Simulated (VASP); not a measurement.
Wanted: the native input for a VASP 6.6.1 run.

- Task: single point
- Functional: PBE
- Potentials or basis: VASP PAW PBE potentials, release 64 (Al, Tl_d)
- Cutoff: 520 eV
- k mesh: 4 × 4 × 4
- Occupations: gaussian, width 0.2 eV
- Spin: no spin polarisation
- Dipole correction: no
- Further INCAR settings: ALGO = Fast; EDIFF = 1e-06; NBANDS = 27

The structure of Al7Tl lies in POSCAR:

```
Al7Tl
1.0
    5.4508217345      0.2739908544      0.3015662010
    0.2783003967      5.1221597990      0.5901361316
    0.2954500644      0.5783288613      5.5055876629
Al Tl
7 1
Direct
    0.6364586037      0.0156543446     -0.0705072165
   -0.1255846666      0.5388223817     -0.2054681598
    0.1015385628      0.0412655686      0.6476462905
   -0.1455742743      0.4837911828      0.3137488141
    0.6078544334     -0.0176476760      0.4528621369
    0.4163688028      0.4762247617      1.0978432860
    0.3846844099      0.4871372790      0.6037114353
    1.1242541281     -0.0252478423      0.1601634135
```

The input as run:

INCAR

```
SYSTEM = Al7Tl
  PREC = Accurate
  ENCUT = 520
  EDIFF = 1E-6
  ISMEAR = 0
  SIGMA = 0.2
  LREAL = .FALSE.
  LASPH = .TRUE.
  NELM = 80
  ALGO = Fast
  ISIF = 2
  LWAVE = .FALSE.
  LCHARG = .FALSE.
  GGA = PE
  NBANDS = 27
```

KPOINTS

```
regular mesh
0
G
  4 4 4
  0 0 0
```

Potentials or basis: VASP PAW PBE potentials, release 64 (Al, Tl_d).

The run is started by

```bash
$ cat potpaw_PBE.64/Al/POTCAR potpaw_PBE.64/Tl_d/POTCAR > POTCAR
$ mpirun -np 1 vasp_std > vasp.out
```

Results of the run:

| Quantity | Value |
| --- | --- |
| Pressure | 0.0 GPa |
| Largest force | 0.011 eV/Å |
| Band gap on the k mesh | zero (bands 17 and 18 overlap by 2.44 eV) |

Caveat: spin-orbit coupling is left out, which moves the levels of the heavy elements.

Wall time 4.3 min on 1 thread of Oxide Virtual Turin-like Processor, on a shared host, peak memory 0.28 GiB.
